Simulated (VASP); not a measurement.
Set up this calculation in VASP 6.6.1, as the native input.

| Quantity | Value |
| --- | --- |
| Task | single point |
| Functional | PBE-based screened hybrid |
| Potentials or basis | VASP PAW PBE potentials, release 64 (B, As_d) |
| Cutoff | 520 eV |
| k mesh | 4 × 4 × 4 |
| Occupations | gaussian, width 0.01 eV |
| Spin | no spin polarisation |
| Dipole correction | no |
| Grid for exact exchange (PRECFOCK) | Normal |
| Share of exact exchange | 0.75 |
| Second run | valence_matched |
| Further INCAR settings | ALGO = Normal; EDIFF = 1e-06; NBANDS = 16 |
| Screening parameter | 0.2078 1/Å |

Crystal: BAs.

```
CELL_PARAMETERS angstrom
0.00000 2.39187 2.39187
2.39187 0.00000 2.39187
2.39187 2.39187 0.00000
ATOMIC_POSITIONS crystal
B 0.00000 0.00000 0.00000
As 0.25000 0.25000 0.25000
```

The input as run:

POSCAR

```
BAs
1.0
    0.0000000000      2.3918676038      2.3918676038
    2.3918676038      0.0000000000      2.3918676038
    2.3918676038      2.3918676038      0.0000000000
B As
1 1
Direct
    0.0000000000      0.0000000000      0.0000000000
    0.2500000000      0.2500000000      0.2500000000
```

INCAR.step1

```
PREC = Accurate
ENCUT = 520
EDIFF = 1E-5
ISMEAR = 0
SIGMA = 0.01
LREAL = F
LASPH = T
NELM = 120
ALGO = Normal
ISIF = 2
LWAVE = T
LCHARG = F
GGA = PE
NBANDS = 16
GGA_COMPAT = F
```

INCAR.step2

```
PREC = Accurate
ENCUT = 520
EDIFF = 1E-6
ISMEAR = 0
SIGMA = 0.01
LREAL = F
LASPH = T
NELM = 120
ALGO = Normal
ISIF = 2
LWAVE = F
LCHARG = F
GGA = PE
LHFCALC = T
AEXX = 0.75
HFSCREEN = 0.2078
PRECFOCK = Normal
ISTART = 1
NBANDS = 16
GGA_COMPAT = F
```

KPOINTS

```
regular mesh
0
Gamma
  4 4 4
```

Potentials or basis: VASP PAW PBE potentials, release 64 (B, As_d).

Run with:

```bash
$ cat potpaw_PBE.64/B/POTCAR potpaw_PBE.64/As_d/POTCAR > POTCAR
$ cp INCAR.step1 INCAR
$ mpirun -np 1 vasp_std > vasp.out
$ cp INCAR.step2 INCAR
$ mpirun -np 1 vasp_std > vasp.out
```

Results of the run:

| Property | Result |
| --- | --- |
| Pressure | -6.5 GPa |
| Band gap on the k mesh | 3.63 eV, indirect (least direct gap 6.09 eV) |

Caveat: the k points lie up to 0.57 Å⁻¹ apart; the PAW data sets were made with another functional, which shifts forces and pressure a little.

Run time: 2.6 min on 1 thread of Intel(R) Xeon(R) 6975P-C (Granite Rapids), with other jobs on the host, peak memory 0.25 GiB.
